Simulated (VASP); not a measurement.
Input of a VASP 6.6.1 run:

File INCAR:

```
SYSTEM = CdTe
PREC = Accurate ; ENCUT = 500
EDIFF = 1E-7 ; ISMEAR = 0
SIGMA = 0.02 ; LREAL = .FALSE.
LASPH = .TRUE. ; NELM = 120
ALGO = Normal ; ISIF = 3
LWAVE = .FALSE. ; LCHARG = .FALSE.
GGA = PE ; IBRION = 2
NSW = 100 ; EDIFFG = -0.005
GGA_COMPAT = .FALSE. ; NELMIN = 4
```

File KPOINTS:

```
regular mesh
0
G
  10 10 10
  0 0 0
```

File POSCAR:

```
CdTe
1.0
    0.0000000000      3.3096311677      3.3096311677
    3.3096311677      0.0000000000      3.3096311677
    3.3096311677      3.3096311677      0.0000000000
Cd Te
1 1
Direct
    0.0000000000      0.0000000000      0.0000000000
    0.7500000000      0.7500000000      0.7500000000
```

Potentials or basis: VASP PAW PBE potentials, release 64 (Cd, Te).

Launch:

```console
$ cat potpaw_PBE.64/Cd/POTCAR potpaw_PBE.64/Te/POTCAR > POTCAR
$ mpirun -np 1 vasp_std > vasp.out
```

(1) Predict the relaxed cell.

(2) Predict the space group after relaxing (to 0.1 Å).

(3) What does it give for the band gap on the k mesh?

(4) Predict the relaxed volume.

## Answers

(1) a = 4.685 Å, b = 4.685 Å, c = 4.685 Å, α = 60.00°, β = 60.00°, γ = 60.00°.

(2) F-43m (No. 216).

(3) 0.57 eV.

(4) 36.35 Å³/atom.

Caveat: spin-orbit coupling is left out, which moves the levels of the heavy elements.
